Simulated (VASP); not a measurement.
# KF (Fm-3m) in VASP: a series of runs

The runs below take KF through single point, with r2SCAN, PBE, HSE06.

Program: VASP 6.6.1. These are calculated values, not measurements. Logs are shortened: lines on timing, memory, paths and dates and some standing lists are left out, and cuts for length are marked.

## (1) The cell of the first run

It takes space group Fm-3m (No. 225, cubic). The conventional cell has a = 5.318 Å, b = 5.318 Å, c = 5.318 Å, α = 90.00°, β = 90.00°, γ = 90.00°. Within 3.5 Å of K (site symmetry m-3m) lie 6 F at 2.66 Å. Within 3.5 Å of F (site symmetry m-3m) lie 6 K at 2.66 Å.

## (2) Single point, r2SCAN

The input, POSCAR:

```
KF
1.0
    0.0000000000      2.6589605554      2.6589605554
    2.6589605554      0.0000000000      2.6589605554
    2.6589605554      2.6589605554      0.0000000000
K F
1 1
Direct
    0.0000000000      0.0000000000      0.0000000000
    0.5000000000      0.5000000000      0.5000000000
```

The input, INCAR.step1:

```
ALGO = Normal
EDIFF = 1E-4
ENCUT = 520
GGA = PE
ISMEAR = 0
LASPH = True
LCHARG = False
LREAL = False
LWAVE = True
NBANDS = 15
NELM = 60
PREC = Accurate
SIGMA = 0.01
```

The input, INCAR.step2:

```
ALGO = Normal
EDIFF = 1E-7
ENCUT = 520
ISIF = 2
ISMEAR = 0
ISTART = 1
LASPH = True
LCHARG = False
LMIXTAU = True
LREAL = False
LWAVE = False
METAGGA = R2SCAN
NBANDS = 15
NELM = 60
PREC = Accurate
SIGMA = 0.01
```

The input, KPOINTS:

```
k-points
0
Gamma
  4 4 4
```

Potentials or basis: VASP PAW PBE potentials, release 64 (K_sv, F).

Started as:

```bash
$ cat potpaw_PBE.64/K_sv/POTCAR potpaw_PBE.64/F/POTCAR > POTCAR
$ cp INCAR.step1 INCAR
$ mpirun -np 1 vasp_std > vasp.out
$ cp INCAR.step2 INCAR
$ mpirun -np 1 vasp_std > vasp.out
```

OUTCAR:

```text
EDIFF = 1E-7
   ENCUT = 520
   ISIF = 2
   ISMEAR = 0
   ISTART = 1
   LASPH = True
   LREAL = False
   METAGGA = R2SCAN
   NELM = 60
   PREC = Accurate

 ion  position               nearest neighbor table
   1  0.000  0.000  0.000-   2 2.66   2 2.66   2 2.66   2 2.66   2 2.66   2 2.66
   2  0.500  0.500  0.500-   1 2.66   1 2.66   1 2.66   1 2.66   1 2.66   1 2.66

  LATTYP: Found a face centered cubic cell.
 ALAT       =     5.3179211108

  Lattice vectors:

 A1 = (   0.0000000000,   2.6589605554,   2.6589605554)
 A2 = (   2.6589605554,   0.0000000000,   2.6589605554)
 A3 = (   2.6589605554,   2.6589605554,   0.0000000000)

Analysis of symmetry for initial positions (statically):
=====================================================================
 Subroutine PRICEL returns:
 Original cell was already a primitive cell.

 Routine SETGRP: Setting up the symmetry group for a
 face centered cubic supercell.

 Subroutine GETGRP returns: Found 48 space group operations
 (whereof 48 operations were pure point group operations)
 out of a pool of 48 trial point group operations.

The static configuration has the point symmetry O_h .

Analysis of symmetry for dynamics (positions and initial velocities):
=====================================================================
 Subroutine PRICEL returns:
 Original cell was already a primitive cell.

 Routine SETGRP: Setting up the symmetry group for a
 face centered cubic supercell.

 Subroutine GETGRP returns: Found 48 space group operations
 (whereof 48 operations were pure point group operations)
 out of a pool of 48 trial point group operations.

The dynamic configuration has the point symmetry O_h .

 Subroutine INISYM returns: Found 48 space group operations
 (whereof 48 operations are pure point group operations),
 and found     1 'primitive' translations

----------------------------------------------------------------------------------------

                                     Primitive cell

  volume of cell :      37.5981

  direct lattice vectors                    reciprocal lattice vectors
     0.000000000  2.658960555  2.658960555    -0.188043406  0.188043406  0.188043406
     2.658960555  0.000000000  2.658960555     0.188043406 -0.188043406  0.188043406
     2.658960555  2.658960555  0.000000000     0.188043406  0.188043406 -0.188043406

  length of vectors
     3.760338079  3.760338079  3.760338079     0.325700734  0.325700734  0.325700734

  position of ions in fractional coordinates (direct lattice)
     0.000000000  0.000000000  0.000000000
     0.500000000  0.500000000  0.500000000
[... 71 lines left out ...]
   NELECT =      16.0000    total number of electrons
   NUPDOWN=      -1.0000    fix difference up-down
   EMIN   =  10.00;   EMAX   =-10.00  energy-range for DOS
   EFERMI =   0.00;   METHOD = LEGACY
   ISMEAR =     0;   SIGMA  =   0.01  broadening in eV -4-tet -1-fermi 0-gaus
   EFERMI_NEDOS =   21; number of points for ismear=-14 and -15
   IALGO  =     38    algorithm
   IMIX   =      4    mixing-type and parameters
     AMIX     =   0.40;   BMIX     =  1.00
     AMIX_MAG =   1.60;   BMIX_MAG =  1.00
  volume/ion in A,a.u.               =      18.80       126.86
  Fermi-wavevector in a.u.,A,eV,Ry     =   1.231382  2.326975 20.630549  1.516303
  Thomas-Fermi vector in A             =   2.366194
   LORBIT       =      0    0 simple, 1 ext, 2 COOP (PROOUT), +10 PAW based schemes
   METAGGA = R2SCAN    functional components
   LHFCALC =     F    Hartree Fock is set to
   AEXX    =    0.0000 exact exchange contribution
   IVDW    =     0    specifies the selected vdW correction
   LEPSILON=     F    determine dielectric tensor
   LRPA    =     F    only Hartree local field effects (RPA)
 non-spin polarized calculation
 Gauss-broadening in eV      SIGMA  =   0.01
  energy-cutoff  :      520.00
  volume of cell :       37.60
 maximum number of plane-waves:      1036
   NGX = 13   NGY = 13   NGZ = 13

 number of electron      16.0000010 magnetization

 Free energy of the ion-electron system (eV)
  ---------------------------------------------------
  ext. energy  EPLUGINS =         0.00000000
  ---------------------------------------------------
  free energy    TOTEN  =       -14.97293705 eV

  energy without entropy =      -14.97293705  energy(sigma->0) =      -14.97293705

 E-fermi :  -3.1609     XC(G=0):  -8.9718

 val. band max:       -3.3119059112   @ k =   0.0000   0.0000   0.0000
 cond. band min:       3.5956984355   @ k =   0.0000   0.0000   0.0000
 fundamental gap:      6.9076043467
 Fermi energy:        -3.1608509396

 k-point     1 :       0.0000    0.0000    0.0000
  band No.  band energies     occupation
      1     -30.3948      2.00000
      2     -23.1085      2.00000
      3     -12.8696      2.00000
      4     -12.8696      2.00000
      5     -12.8696      2.00000
      6      -3.3119      2.00000
      7      -3.3119      2.00000
      8      -3.3119      2.00000
      9       3.5957      0.00000
     10       8.1806      0.00000
     11       8.1806      0.00000
     12       8.1806      0.00000
     13      10.0620      0.00000
     14      10.0620      0.00000
[... 113 lines left out ...]
      2     -23.1592      2.00000
      3     -13.2681      2.00000
      4     -13.2681      2.00000
      5     -12.9582      2.00000
      6      -3.7126      2.00000
      7      -3.4648      2.00000
      8      -3.4647      2.00000
      9       7.0662      0.00000
     10       7.0662      0.00000
     11       8.9041      0.00000
     12      11.2012      0.00000
     13      11.9150      0.00000
     14      12.9181      0.00000
     15      13.9028      0.00000

------------------------ aborting loop because EDIFF is reached ----------------------------------------

  FORCE on cell =-STRESS in cart. coord.  units (eV):
  Direction    XX          YY          ZZ          XY          YZ          ZX
  --------------------------------------------------------------------------------------
  -------------------------------------------------------------------------------------
  Total       -0.0089379     -0.0089379     -0.0089379     -0.0000000     -0.0000000     -0.0000000
  in kB       -0.3808752     -0.3808752     -0.3808752     -0.0000000     -0.0000000     -0.0000000
  external PRESSURE =      -0.3808752 kB  Pullay stress =       0.0000000 kB

 VOLUME and BASIS-vectors are now :
 -----------------------------------------------------------------------------
  energy-cutoff  :      520.00
  volume of cell :       37.60
      direct lattice vectors                 reciprocal lattice vectors
     0.000000000  2.658960555  2.658960555    -0.188043406  0.188043406  0.188043406
     2.658960555  0.000000000  2.658960555     0.188043406 -0.188043406  0.188043406
     2.658960555  2.658960555  0.000000000     0.188043406  0.188043406 -0.188043406

 POSITION                                       TOTAL-FORCE (eV/Angst)
 -----------------------------------------------------------------------------------
      0.00000      0.00000      0.00000         0.000000      0.000000     -0.000000
      2.65896      2.65896      2.65896        -0.000000     -0.000000      0.000000
 -----------------------------------------------------------------------------------
    total drift:                                0.000000      0.000000      0.000000

  FREE ENERGIE OF THE ION-ELECTRON SYSTEM (eV)
  ---------------------------------------------------
  free  energy   TOTEN  =       -14.9729370517 eV

  energy  without entropy=      -14.9729370517  energy(sigma->0) =      -14.97293705
```

OUTCAR.step1:

```text
EDIFF = 1E-4
   ENCUT = 520
   GGA = PE
   ISMEAR = 0
   LASPH = True
[... 345 lines left out ...]
 -----------------------------------------------------------------------------------
      0.00000      0.00000      0.00000         0.000000      0.000000     -0.000000
      2.65896      2.65896      2.65896        -0.000000     -0.000000      0.000000
 -----------------------------------------------------------------------------------
    total drift:                                0.000000      0.000000      0.000000

  FREE ENERGIE OF THE ION-ELECTRON SYSTEM (eV)
  ---------------------------------------------------
  free  energy   TOTEN  =        -8.2835868380 eV

  energy  without entropy=       -8.2835868380  energy(sigma->0) =       -8.28358684
```

OSZICAR.step1:

```text
N       E                     dE             d eps       ncg     rms          rms(c)
DAV:   1     0.110602861595E+03    0.11060E+03   -0.80528E+03   240   0.102E+03
DAV:   2    -0.514317902498E+01   -0.11575E+03   -0.10754E+03   325   0.290E+02
DAV:   3    -0.942685178900E+01   -0.42837E+01   -0.42660E+01   310   0.494E+01
DAV:   4    -0.954017250011E+01   -0.11332E+00   -0.11331E+00   330   0.733E+00
DAV:   5    -0.954322167245E+01   -0.30492E-02   -0.30492E-02   333   0.840E-01    0.635E+00
DAV:   6    -0.831370925288E+01    0.12295E+01   -0.35244E+00   254   0.149E+01    0.410E+00
DAV:   7    -0.828506194485E+01    0.28647E-01   -0.65019E-02   282   0.220E+00    0.231E+00
DAV:   8    -0.828136092575E+01    0.37010E-02   -0.49949E-02   261   0.221E+00    0.187E-01
DAV:   9    -0.828291055732E+01   -0.15496E-02   -0.36167E-03   268   0.504E-01    0.125E-01
DAV:  10    -0.828345000362E+01   -0.53945E-03   -0.42543E-04   254   0.177E-01    0.619E-02
DAV:  11    -0.828358676599E+01   -0.13676E-03   -0.13218E-04   246   0.947E-02    0.193E-02
DAV:  12    -0.828358683798E+01   -0.71985E-07   -0.95738E-06   218   0.326E-02
   1 F= -.82835868E+01 E0= -.82835868E+01  d E =-.192598E-84
```

Run time: 28 s. Hardware: 1 thread of AMD EPYC 7R13 (Zen 3), shared host; peak memory 0.13 GiB.

Results:

| Property | Result |
| --- | --- |
| Free energy | -14.9729 eV |
| Pressure | 0.0 GPa |
| Band gap on the k mesh | 6.91 eV |

Caveat: the k points lie up to 0.51 Å⁻¹ apart; the PAW data sets were made with another functional, which shifts forces and pressure a little.

(Part 1 of 2 ends here.)
